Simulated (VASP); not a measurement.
Runs of VASP 6.6.1 on La. The structure is that of space group Im-3m (No. 229), or close to it. The cells are those of the table. This isn't the form of La at room conditions, which is double hcp.

| cell | k mesh | gap on the mesh (eV) | pressure (GPa) |
| --- | --- | --- | --- |
| a = 3.410 Å, angles 109.5°, 1 atom | 12 × 12 × 12 | none | 2.6 |
| a = 3.506 Å, angles 109.5°, 1 atom | 18 × 18 × 18 | none | 0.0 |
| a = 3.552 Å, angles 109.5°, 1 atom | 12 × 12 × 12 | none | -1.1 |
| a = 3.641 Å, angles 109.5°, 1 atom | 12 × 12 × 12 | none | (a) |
| a = 3.359 Å, angles 109.5°, 1 atom | 12 × 12 × 12 | none | 4.2 |
| a = 3.597 Å, angles 109.5°, 1 atom | 12 × 12 × 12 | none | -2.1 |
| a = 3.506 Å, angles 109.5°, 1 atom | 12 × 12 × 12 | none | 0.0 |
| a = 3.458 Å, angles 109.5°, 1 atom | 12 × 12 × 12 | none | (b) |

Alike in all rows: task single point; level LDA; potentials or basis VASP PAW LDA potentials, release 64 (La); no spin polarisation; cutoff (eV) 520; smearing fermi-dirac 0.1 eV.

**Question.** Fill in the values left out.

**Answer.** (a) -2.9; (b) 1.3.

Caveats: spin-orbit coupling is left out, which moves the levels of the heavy elements; the cell stands under pressure (at least some runs).

A k mesh can miss the band edges, and the runs leave out spin-orbit coupling on La.

A gap of «none» marks levels without a gap at the run's occupations.
